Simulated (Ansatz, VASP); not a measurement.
SnO: VASP beside Ansatz

INCAR

```
  PREC = Accurate
  ENCUT = 520
  EDIFF = 1E-6
  ISMEAR = 0
  SIGMA = 0.15
  LREAL = False
  LASPH = True
  NELM = 100
  ALGO = Normal
  ISIF = 2
  LWAVE = False
  LCHARG = True
  GGA = PS
  LELF = True
  LVHAR = True
  NBANDS = 28
```

KPOINTS

```
regular mesh
0
Gamma
  12 12 10
```

POSCAR

```
SnO
1.0
    3.9195382016      0.0000000000      0.0000000000
    0.0000000000      3.9195382016      0.0000000000
    0.0000000000      0.0000000000      4.6105896261
Sn O
2 2
Direct
    0.0000000000      0.5000000000      0.2423986461
    0.5000000000      0.0000000000      0.7576013539
    0.0000000000      0.0000000000      0.0000000000
    0.5000000000      0.5000000000      0.0000000000
```

Input for Ansatz:

```yaml
crystal:
  lattice:
    - [3.9195382016, 0.0, 0.0]
    - [0.0, 3.9195382016, 0.0]
    - [0.0, 0.0, 4.6105896261]
  atoms:
    - { symbol: Sn, position: [0.0, 0.5, 0.2423986461] }
    - { symbol: Sn, position: [0.5, 0.0, 0.7576013539] }
    - { symbol: O, position: [0.0, 0.0, 0.0] }
    - { symbol: O, position: [0.5, 0.5, 0.0] }
basis:
  ecutwfc: 420
kpoints:
  mp_grid: { grid: [12, 12, 10] }
hamiltonian:
  xc: pbesol
scf:
  occupations: { method: gaussian, width: 0.15 }
output:
  forces: true
  stress: true
  eigenvalues: true
```

Change from the starting cell: strain +0.030 along x and y, -0.030 along z, atoms carried along.

Alike in both runs: task single point; functional PBEsol; k mesh 12 × 12 × 10; occupations gaussian, width 0.15 eV; no spin polarisation.

```csv
,VASP,Ansatz
version,VASP 6.6.1,Ansatz 0.2.0
potentials or method,"VASP PAW PBE potentials, release 64 (Sn_d, O), cutoff 520 eV","scalar-relativistic, plane waves, PAW"
valence electrons in the cell,40,40
```

Ansatz gave:

```
gap on the k mesh at the Fermi level (eV)                     : 0.29
least direct gap on the mesh (eV)                             : 1.74
pressure (GPa)                                                : -3.4
traceless stress, the component that is largest in VASP (GPa) : 3.13
rms of the force components (eV/Å)                            : 0.056
```

Question: Estimate VASP's values.

Answer: gap on the k mesh at the Fermi level (eV): 0.30; least direct gap on the mesh (eV): 1.73; pressure (GPa): -3.2; traceless stress, the component that is largest in VASP (GPa): 3.12; rms of the force components (eV/Å): 0.024.

VASP's potentials were made for PBE, not for PBEsol. Atom by atom the forces differ by 0.031 eV/Å (rms over components). With one functional, cell and mesh, what is left measures potentials, basis and numerics.
